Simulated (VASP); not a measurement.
Input of a VASP 6.6.1 run:

Contents of INCAR:

```
SYSTEM = CsPbCl3
  ALGO = Normal
  EDIFF = 1E-6
  ENCUT = 520
  GGA = PE
  ISIF = 2
  ISMEAR = -1
  LASPH = .TRUE.
  LCHARG = .TRUE.
  LELF = .TRUE.
  LREAL = .FALSE.
  LVHAR = .TRUE.
  LWAVE = .FALSE.
  NBANDS = 30
  NELM = 80
  PREC = Accurate
  SIGMA = 0.05
```

KPOINTS

```
k-points
0
G
  5 5 5
  0 0 0
```

Contents of POSCAR:

```
CsPbCl3
1.0
    5.7330989827      0.0000000000      0.0000000000
    0.0000000000      5.7330989827      0.0000000000
    0.0000000000      0.0000000000      5.7330989827
Pb Cs Cl
1 1 3
Direct
    0.5000000000      0.5000000000      0.5000000000
    0.0000000000      0.0000000000      0.0000000000
    0.5000000000      0.0000000000      0.5000000000
    0.0000000000      0.5000000000      0.5000000000
    0.5000000000      0.5000000000      0.0000000000
```

Potentials or basis: VASP PAW PBE potentials, release 64 (Pb_d, Cs_sv, Cl).

Launch:

```sh
$ cat potpaw_PBE.64/Pb_d/POTCAR potpaw_PBE.64/Cs_sv/POTCAR potpaw_PBE.64/Cl/POTCAR > POTCAR
$ mpirun -np 1 vasp_std > vasp.out
```

Question: Estimate the pressure.

Answer: 0.0 GPa.

Question: What does it give for the band gap on the k mesh?

Answer: 3.10 eV.

Caveat: spin-orbit coupling is left out, which moves the levels of the heavy elements; an odd mesh through Γ misses points on the zone boundary, where band edges can lie. As with any semilocal functional, this PBE gap is likely too small.
